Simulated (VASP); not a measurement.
# CsPbCl3 (Pm-3m) in VASP: a series of runs

Runs on CsPbCl3. Level: PBEsol. Tasks: single point.

All numbers are computed with VASP 6.6.1; they aren't measurements. Logs are shortened: lines on timing, memory, paths and dates and some standing lists are left out, and cuts for length are marked.

## Step 1: The cell of the first run

It takes space group Pm-3m (No. 221, cubic). The conventional cell has a = 5.619 Å, b = 5.619 Å, c = 5.619 Å, α = 90.00°, β = 90.00°, γ = 90.00°. Cs (site symmetry m-3m) has 12 Cl at 3.97 Å and 8 Pb at 4.87 Å within 5.2 Å. Within 3.7 Å of Pb (site symmetry m-3m) lie 6 Cl at 2.81 Å. Within 3.7 Å of Cl (site symmetry 4/mmm) lie 2 Pb at 2.81 Å.

## Step 2: Single point, PBEsol

INCAR reads:

```
SYSTEM = CsPbCl3
  PREC = Accurate
  ENCUT = 520
  EDIFF = 1E-6
  ISMEAR = 0
  SIGMA = 0.02
  LREAL = .False.
  LASPH = .True.
  NELM = 100
  ALGO = Normal
  ISIF = 2
  LWAVE = .False.
  LCHARG = .True.
  GGA = PS
  LELF = .True.
  LVHAR = .True.
  NBANDS = 30
```

KPOINTS reads:

```
Automatic mesh
0
Gamma
  6 6 6
  0 0 0
```

POSCAR reads:

```
CsPbCl3
1.0
    5.6186533435      0.0000000000      0.0000000000
    0.0000000000      5.6186533435      0.0000000000
    0.0000000000      0.0000000000      5.6186533435
Cs Pb Cl
1 1 3
Direct
    0.0000000000      0.0000000000      0.0000000000
    0.5000000000      0.5000000000      0.5000000000
    0.5000000000      0.5000000000      0.0000000000
    0.0000000000      0.5000000000      0.5000000000
    0.5000000000      0.0000000000      0.5000000000
```

Potentials or basis: VASP PAW PBE potentials, release 64 (Cs_sv, Pb_d, Cl).

On the command line:

```console
> cat potpaw_PBE.64/Cs_sv/POTCAR potpaw_PBE.64/Pb_d/POTCAR potpaw_PBE.64/Cl/POTCAR > POTCAR
> mpirun -np 1 vasp_std > vasp.out
```

OUTCAR:

```text
SYSTEM = CsPbCl3
   PREC = Accurate
   ENCUT = 520
   EDIFF = 1E-6
   ISMEAR = 0
   LREAL = .False.
   LASPH = .True.
   NELM = 100
   ISIF = 2
   GGA = PS

 ion  position               nearest neighbor table
   1  0.000  0.000  0.000-
   2  0.500  0.500  0.500-   3 2.81   4 2.81   5 2.81   3 2.81   5 2.81   4 2.81
   3  0.500  0.500  0.000-   2 2.81   2 2.81
   4  0.000  0.500  0.500-   2 2.81   2 2.81
   5  0.500  0.000  0.500-   2 2.81   2 2.81

  LATTYP: Found a simple cubic cell.
 ALAT       =     5.6186533435

  Lattice vectors:

 A1 = (   5.6186533435,   0.0000000000,   0.0000000000)
 A2 = (   0.0000000000,   5.6186533435,   0.0000000000)
 A3 = (   0.0000000000,   0.0000000000,   5.6186533435)

Analysis of symmetry for initial positions (statically):
=====================================================================
 Subroutine PRICEL returns:
 Original cell was already a primitive cell.

 Routine SETGRP: Setting up the symmetry group for a
 simple cubic supercell.

 Subroutine GETGRP returns: Found 48 space group operations
 (whereof 48 operations were pure point group operations)
 out of a pool of 48 trial point group operations.

The static configuration has the point symmetry O_h .

Analysis of symmetry for dynamics (positions and initial velocities):
=====================================================================
 Subroutine PRICEL returns:
 Original cell was already a primitive cell.

 Routine SETGRP: Setting up the symmetry group for a
 simple cubic supercell.

 Subroutine GETGRP returns: Found 48 space group operations
 (whereof 48 operations were pure point group operations)
 out of a pool of 48 trial point group operations.

The dynamic configuration has the point symmetry O_h .

 Subroutine INISYM returns: Found 48 space group operations
 (whereof 48 operations are pure point group operations),
 and found     1 'primitive' translations

----------------------------------------------------------------------------------------

                                     Primitive cell

  volume of cell :     177.3768

  direct lattice vectors                    reciprocal lattice vectors
     5.618653344  0.000000000  0.000000000     0.177978590  0.000000000  0.000000000
     0.000000000  5.618653344  0.000000000     0.000000000  0.177978590  0.000000000
     0.000000000  0.000000000  5.618653344     0.000000000  0.000000000  0.177978590

  length of vectors
     5.618653344  5.618653344  5.618653344     0.177978590  0.177978590  0.177978590

  position of ions in fractional coordinates (direct lattice)
     0.000000000  0.000000000  0.000000000
     0.500000000  0.500000000  0.500000000
     0.500000000  0.500000000  0.000000000
     0.000000000  0.500000000  0.500000000
     0.500000000  0.000000000  0.500000000

  ion indices of the primitive-cell ions
   primitive index   ion index
                 1           1
                 2           2
                 3           3
                 4           4
                 5           5

----------------------------------------------------------------------------------------

 KPOINTS: Automatic mesh

Automatic generation of k-mesh.
 Grid dimensions read from file:
 generate k-points for:    6    6    6

 Generating k-lattice:

  Cartesian coordinates                     Fractional coordinates (reciprocal lattice)
     0.029663098  0.000000000  0.000000000     0.166666667  0.000000000  0.000000000
     0.000000000  0.029663098  0.000000000     0.000000000  0.166666667  0.000000000
     0.000000000  0.000000000  0.029663098     0.000000000  0.000000000  0.166666667

  Length of vectors
     0.029663098  0.029663098  0.029663098

  Shift w.r.t. Gamma in fractional coordinates (k-lattice)
     0.000000000  0.000000000  0.000000000

 Subroutine IBZKPT returns following result:
 ===========================================

 Found     20 irreducible k-points:

 Following reciprocal coordinates:
            Coordinates               Weight
  0.000000  0.000000  0.000000      1.000000
  0.166667  0.000000  0.000000      6.000000
  0.333333  0.000000  0.000000      6.000000
  0.500000  0.000000  0.000000      3.000000
  0.166667  0.166667  0.000000     12.000000
  0.333333  0.166667  0.000000     24.000000
[... 12 lines left out ...]
  0.500000  0.500000  0.333333      6.000000
  0.500000  0.500000  0.500000      1.000000
   k-points           NKPTS =     20   k-points in BZ     NKDIM =     20   number of bands    NBANDS=     30
   number of dos      NEDOS =    301   number of ions     NIONS =      5
   total plane-waves  NPLWV =  74088
   dimension x,y,z NGX =    42 NGY =   42 NGZ =   42
   dimension x,y,z NGXF=    84 NGYF=   84 NGZF=   84
   ions per type =               1   1   3
   NGX,Y,Z   is equivalent  to a cutoff of  12.43, 12.43, 12.43 a.u.
   NGXF,Y,Z  is equivalent  to a cutoff of  24.85, 24.85, 24.85 a.u.
 SYSTEM =  CsPbCl3
   PREC   = accura    normal or accurate (medium, high low for compatibility)
   ISTART =      0    job   : 0-new  1-cont  2-samecut
   ICHARG =      2    charge: 1-file 2-atom 10-const
   ISPIN  =      1    spin polarized calculation?
   LNONCOLLINEAR =      F non collinear calculations
   LSORBIT =      F    spin-orbit coupling
   LASPH  =      T    aspherical Exc in radial PAW
   ENCUT  =  520.0 eV  38.22 Ry    6.18 a.u.  10.45 10.45 10.45*2*pi/ulx,y,z
   NELM   =    100;   NELMIN=  2; NELMDL= -5     # of ELM steps
   EDIFF  = 0.1E-05   stopping-criterion for ELM
   LREAL  =      F    real-space projection
[... 7 lines left out ...]
   TEBEG  =    0.0;   TEEND  =   0.0 temperature during run
   PSTRESS=    0.0 pullay stress
   NELECT =      44.0000    total number of electrons
   NUPDOWN=      -1.0000    fix difference up-down
   EMIN   =  10.00;   EMAX   =-10.00  energy-range for DOS
   EFERMI =   0.00;   METHOD = LEGACY
   ISMEAR =     0;   SIGMA  =   0.02  broadening in eV -4-tet -1-fermi 0-gaus
   EFERMI_NEDOS =   21; number of points for ismear=-14 and -15
   IALGO  =     38    algorithm
   IMIX   =      4    mixing-type and parameters
     AMIX     =   0.40;   BMIX     =  1.00
     AMIX_MAG =   1.60;   BMIX_MAG =  1.00
  volume/ion in A,a.u.               =      35.48       239.40
  Fermi-wavevector in a.u.,A,eV,Ry     =   1.028632  1.943833 14.396112  1.058084
  Thomas-Fermi vector in A             =   2.162639
   LORBIT       =      0    0 simple, 1 ext, 2 COOP (PROOUT), +10 PAW based schemes
   GGA     = PS    functional components
   LHFCALC =     F    Hartree Fock is set to
   AEXX    =    0.0000 exact exchange contribution
   IVDW    =     0    specifies the selected vdW correction
   LEPSILON=     F    determine dielectric tensor
   LRPA    =     F    only Hartree local field effects (RPA)
 non-spin polarized calculation
 Gauss-broadening in eV      SIGMA  =   0.02
  energy-cutoff  :      520.00
  volume of cell :      177.38
 maximum number of plane-waves:      4801
 NGX is ok and might be reduce to    42
   NGX = 21   NGY = 21   NGZ = 21

 number of electron      44.0000009 magnetization

 Free energy of the ion-electron system (eV)
  ---------------------------------------------------
  ext. energy  EPLUGINS =         0.00000000
  ---------------------------------------------------
  free energy    TOTEN  =       -18.38205933 eV

  energy without entropy =      -18.38205933  energy(sigma->0) =      -18.38205933

 E-fermi :   1.7051     XC(G=0):  -7.9766

 val. band max:        1.6196439897   @ k =   0.5000   0.5000   0.5000
 cond. band min:       3.4589432001   @ k =   0.5000   0.5000   0.5000
 fundamental gap:      1.8392992104
 Fermi energy:         1.7050953138

 k-point     1 :       0.0000    0.0000    0.0000
  band No.  band energies     occupation
      1     -19.6879      2.00000
      2     -15.1156      2.00000
      3     -15.1156      2.00000
      4     -14.8711      2.00000
      5     -14.8711      2.00000
      6     -14.8711      2.00000
[... 22 lines left out ...]
     29       7.7092      0.00000
     30       7.7092      0.00000

 k-point     2 :       0.1667    0.0000    0.0000
  band No.  band energies     occupation
      1     -19.6874      2.00000
      2     -15.1155      2.00000
      3     -15.0904      2.00000
      4     -14.8715      2.00000
      5     -14.8715      2.00000
      6     -14.8711      2.00000
[... 22 lines left out ...]
     29       6.9840      0.00000
     30       7.7525      0.00000

 k-point     3 :       0.3333    0.0000    0.0000
  band No.  band energies     occupation
      1     -19.6863      2.00000
      2     -15.1154      2.00000
      3     -15.0385      2.00000
      4     -14.8722      2.00000
      5     -14.8722      2.00000
      6     -14.8711      2.00000
[... 22 lines left out ...]
     29       7.1242      0.00000
     30       8.1021      0.00000

 k-point     4 :       0.5000    0.0000    0.0000
  band No.  band energies     occupation
      1     -19.6858      2.00000
      2     -15.1153      2.00000
      3     -15.0118      2.00000
      4     -14.8726      2.00000
      5     -14.8726      2.00000
      6     -14.8710      2.00000
[... 22 lines left out ...]
     29       7.3264      0.00000
     30       8.4463      0.00000

 k-point     5 :       0.1667    0.1667    0.0000
  band No.  band energies     occupation
      1     -19.6869      2.00000
      2     -15.1032      2.00000
      3     -15.0768      2.00000
      4     -14.8718      2.00000
      5     -14.8715      2.00000
      6     -14.8714      2.00000
[... 22 lines left out ...]
     29       7.0235      0.00000
     30       7.6135      0.00000
[... 394 lines left out ...]
     29       7.6593      0.00000
     30       7.9757      0.00000

 k-point    18 :       0.5000    0.3333    0.3333
  band No.  band energies     occupation
      1     -19.6832      2.00000
      2     -14.9901      2.00000
      3     -14.9582      2.00000
      4     -14.8737      2.00000
      5     -14.8737      2.00000
      6     -14.8733      2.00000
[... 22 lines left out ...]
     29       7.4533      0.00000
     30       7.8684      0.00000

 k-point    19 :       0.5000    0.5000    0.3333
  band No.  band energies     occupation
      1     -19.6828      2.00000
      2     -14.9745      2.00000
      3     -14.9409      2.00000
      4     -14.8741      2.00000
      5     -14.8737      2.00000
      6     -14.8737      2.00000
[... 22 lines left out ...]
     29       7.2740      0.00000
     30       8.0704      0.00000

 k-point    20 :       0.5000    0.5000    0.5000
  band No.  band energies     occupation
      1     -19.6825      2.00000
      2     -14.9409      2.00000
      3     -14.9409      2.00000
      4     -14.8741      2.00000
      5     -14.8741      2.00000
      6     -14.8741      2.00000
[... 22 lines left out ...]
     29       7.1639      0.00000
     30       8.4148      0.00000

------------------------ aborting loop because EDIFF is reached ----------------------------------------

  FORCE on cell =-STRESS in cart. coord.  units (eV):
  Direction    XX          YY          ZZ          XY          YZ          ZX
  --------------------------------------------------------------------------------------
  -------------------------------------------------------------------------------------
  Total       -0.0370213     -0.0370213     -0.0370213     -0.0000000      0.0000000      0.0000000
  in kB       -0.3343996     -0.3343996     -0.3343996     -0.0000000      0.0000000      0.0000000
  external PRESSURE =      -0.3343996 kB  Pullay stress =       0.0000000 kB

 VOLUME and BASIS-vectors are now :
 -----------------------------------------------------------------------------
  energy-cutoff  :      520.00
  volume of cell :      177.38
      direct lattice vectors                 reciprocal lattice vectors
     5.618653344  0.000000000  0.000000000     0.177978590  0.000000000  0.000000000
     0.000000000  5.618653344  0.000000000     0.000000000  0.177978590  0.000000000
     0.000000000  0.000000000  5.618653344     0.000000000  0.000000000  0.177978590

 POSITION                                       TOTAL-FORCE (eV/Angst)
 -----------------------------------------------------------------------------------
      0.00000      0.00000      0.00000         0.000000      0.000000      0.000000
      2.80933      2.80933      2.80933         0.000000      0.000000      0.000000
      2.80933      2.80933      0.00000         0.000000      0.000000      0.000000
      0.00000      2.80933      2.80933         0.000000      0.000000      0.000000
      2.80933      0.00000      2.80933         0.000000      0.000000      0.000000
 -----------------------------------------------------------------------------------
    total drift:                                0.000000     -0.000000     -0.000000

  FREE ENERGIE OF THE ION-ELECTRON SYSTEM (eV)
  ---------------------------------------------------
  free  energy   TOTEN  =       -18.3820593343 eV

  energy  without entropy=      -18.3820593343  energy(sigma->0) =      -18.38205933
```

Run time: 89 s. Hardware: 1 thread of Intel Xeon Platinum 8259CL at 2.50GHz (Skylake/Cascade Lake), shared host; peak memory 0.31 GiB.

What came out:

* Free energy: -18.3821 eV
* Pressure: 0.0 GPa
* Band gap on the k mesh: 1.84 eV, direct

Caveat: the PAW data sets were made with another functional, which shifts forces and pressure a little; spin-orbit coupling is left out, which moves the levels of the heavy elements.

## Step 3: Single point, PBEsol (volume scaled by 1.03)

INCAR reads:

```
PREC = Accurate ; ENCUT = 520
EDIFF = 1E-7 ; ISMEAR = 0
SIGMA = 0.02 ; LREAL = False
LASPH = True ; NELM = 100
ALGO = Normal ; ISIF = 2
LWAVE = False ; LCHARG = False
GGA = PS ; NBANDS = 30
```

KPOINTS reads:

```
regular mesh
0
Gamma
  6 6 6
```

POSCAR, as its differences from that of step 2:

```diff
@@ -2,5 +2,5 @@
 1.0
-    5.6186533435      0.0000000000      0.0000000000
-    0.0000000000      5.6186533435      0.0000000000
-    0.0000000000      0.0000000000      5.6186533435
+    5.6742871928      0.0000000000      0.0000000000
+    0.0000000000      5.6742871928      0.0000000000
+    0.0000000000      0.0000000000      5.6742871928
 Cs Pb Cl
```

Potentials or basis: VASP PAW PBE potentials, release 64 (Cs_sv, Pb_d, Cl).

On the command line:

```console
> cat potpaw_PBE.64/Cs_sv/POTCAR potpaw_PBE.64/Pb_d/POTCAR potpaw_PBE.64/Cl/POTCAR > POTCAR
> mpirun -np 1 vasp_std > vasp.out
```

It took 1.7 min on 1 thread of Intel Xeon Platinum 8259CL at 2.50GHz (Skylake/Cascade Lake), shared host; peak memory 0.31 GiB.

It converged, with:

- Free energy: -18.3708 eV
- Pressure: -0.7 GPa
- Band gap on the k mesh: 1.96 eV, direct

Levels at points of the mesh, in eV from the valence-band top:
```tsv
k point	band 20	band 21	band 22	band 23	band 24	band 25
(0.00, 0.00, 0.00)	-2.26	-2.26	-2.26	3.40	4.47	4.47
(0.50, 0.00, 0.00)	-2.36	-2.36	-1.55	2.99	4.77	5.29
(0.50, 0.50, 0.00)	-2.51	-1.96	-0.75	2.52	2.52	4.91
(0.50, 0.50, 0.50)	-1.94	-1.94	0.00	1.96	1.96	1.96
```

Caveat: the PAW data sets were made with another functional, which shifts forces and pressure a little; spin-orbit coupling is left out, which moves the levels of the heavy elements.

(Continued in part 2 of 2.)
